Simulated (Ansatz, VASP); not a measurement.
**Two plane-wave programs on CrCoPt2**

```
Cr Co Pt
1.0
     4.11389    0.00000    0.00000
     0.00000    4.11389    0.00000
     0.00000    0.00000    4.03526
Cr Co Pt
1 1 2
Direct
  0.00000 0.00000 0.00000
  0.50000 0.50000 0.00000
  0.00000 0.50000 0.50000
  0.50000 0.00000 0.50000
```

Change from the starting cell: volume scaled by 1.25, PAW files.

Alike in both runs: task single point; functional LDA; k mesh 8 × 8 × 8; occupations fermi-dirac, width 0.05 eV; collinear spin.

|  | VASP | Ansatz |
| --- | --- | --- |
| version | VASP 6.6.1 | Ansatz 0.2.0 |
| potentials or method | VASP PAW LDA potentials, release 64 (Cr_pv, Co, Pt) | PAW with Ansatz's default frozen-core files, scalar-relativistic |
| plane-wave cutoff (eV) | 520 | 420 |
| valence electrons in the cell | 41 | 67 |

|  | VASP | Ansatz | Ansatz less VASP |
| --- | --- | --- | --- |
| pressure (GPa) | -38.4 | -35.5 | +2.95 |
| traceless stress, the component that is largest in VASP (GPa) | 0.60 | -0.09 | -0.690 |
| net moment per atom (μB) | 0.87 | 1.29 | +0.421 |
| size of the moment on the site where the two differ most (μB) | 0.48 | 1.87 | +1.395 |

The net moments are unlike, so the other rows may belong to different states. LDA's correlation is that of Perdew and Zunger in VASP and of Perdew and Wang (1992) in Ansatz. Site moments also hang on the region over which each program counts them. Both programs put the cell under strong tension, so it lies far from rest at this level. VASP's potentials hold 41 valence electrons a cell and Ansatz's 67, so a difference there can come from the potentials and not from the codes.

Spin-orbit coupling is off throughout. Noted on VASP's run: the cell as given lies far from equilibrium.
